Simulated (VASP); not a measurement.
SrVO3:

```
Sr V O
1.0
     3.84250    0.00000    0.00000
     0.00000    3.84250    0.00000
     0.00000    0.00000    3.84250
Sr V O
1 1 3
Direct
  0.00000 0.00000 0.00000
  0.50000 0.50000 0.50000
  0.50000 0.00000 0.50000
  0.00000 0.50000 0.50000
  0.50000 0.50000 0.00000
```

Base run:

| Quantity | Value |
| --- | --- |
| Program | VASP 6.6.1 |
| Functional | PBE |
| Potentials or basis | VASP PAW PBE potentials, release 64 (Sr_sv, V_sv, O) |
| Cutoff | 520 eV |
| k mesh | 5 × 5 × 5 |
| Occupations | fermi-dirac, width 0.1 eV |
| Spin | collinear spin, ferromagnetic start |
| Starting moments | [0.0, 0.47, 0.0, 0.0, 0.0] μB |
| Fixed moment | 0.47 μB |
| Hubbard terms | V d U = 6.2 eV |

Its results: pressure 9.4 GPa; site moments Sr -0.00; V +0.60; O -0.05 μB.

**Question.** The run is repeated on the same cell with these changes: fixed moment from 0.47 μB to 0.95 μB; moments at the start from [0.0, 0.47, 0.0, 0.0, 0.0] to [0.0, 0.95, 0.0, 0.0, 0.0]. What comes out?

**Answer.** Pressure 11.1 GPa; site moments Sr -0.00; V +1.19; O -0.09 μB.

Caveats: the total moment is fixed, so each spin has its own Fermi level.
